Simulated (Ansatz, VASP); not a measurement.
# Ti: VASP beside Ansatz

File INCAR:

```
ALGO = Normal ; EDIFF = 1E-6
ENCUT = 520 ; GGA = RE
ISIF = 2 ; ISMEAR = -1
LASPH = True ; LCHARG = False
LREAL = False ; LWAVE = False
NBANDS = 12 ; NELM = 100
PREC = Accurate ; SIGMA = 0.01
```

The input KPOINTS:

```
k-points
0
Gamma
  11 11 11
```

File POSCAR:

```
Ti
1.0
    0.0000000000      2.0025642044      2.0025642044
    2.0025642044      0.0000000000      2.0025642044
    2.0025642044      2.0025642044      0.0000000000
Ti
1
Direct
    0.0000000000      0.0000000000      0.0000000000
```

input.yaml

```yaml
crystal:
  lattice:
    - [0.0, 2.0025642044, 2.0025642044]
    - [2.0025642044, 0.0, 2.0025642044]
    - [2.0025642044, 2.0025642044, 0.0]
  atoms:
    - { symbol: Ti, position: [0.0, 0.0, 0.0] }
hamiltonian:
  xc: revpbe
  pseudopotentials: { kind: nc, accuracy: stringent, xc_functional: pbesol }
kpoints:
  mp_grid: { grid: [11, 11, 11] }
scf:
  occupations: { method: fermi_dirac, width: 0.01 }
output:
  forces: true
  stress: true
  eigenvalues: true
  write_density: true
  write_potential: true
  elf: true
  volumetric_format: npy
```

Alike in both runs: task single point; functional revPBE; k mesh 11 × 11 × 11; occupations fermi-dirac, width 0.01 eV; no spin polarisation.

|  | VASP | Ansatz |
| --- | --- | --- |
| version | VASP 6.6.1 | Ansatz 0.2.0 |
| potentials or method | VASP PAW PBE potentials, release 64 (Ti_sv) | PseudoDojo stringent (PBEsol files) |
| plane-wave cutoff (eV) | 520 | 1143 |
| valence electrons in the cell | 12 | 12 |

VASP gave:

```
gap on the k mesh at the Fermi level (eV) : none
pressure (GPa)                            : 11.5
```

Estimate Ansatz's values.

gap on the k mesh at the Fermi level (eV): none; pressure (GPa): 11.6.

VASP's potentials were made for PBE, not for revPBE. A gap of «none» marks a metal or a gap that the smearing closes. With one functional, cell and mesh, what is left measures potentials, basis and numerics.

Noted on Ansatz's run: the potentials were made for another functional, which shifts forces and pressure.
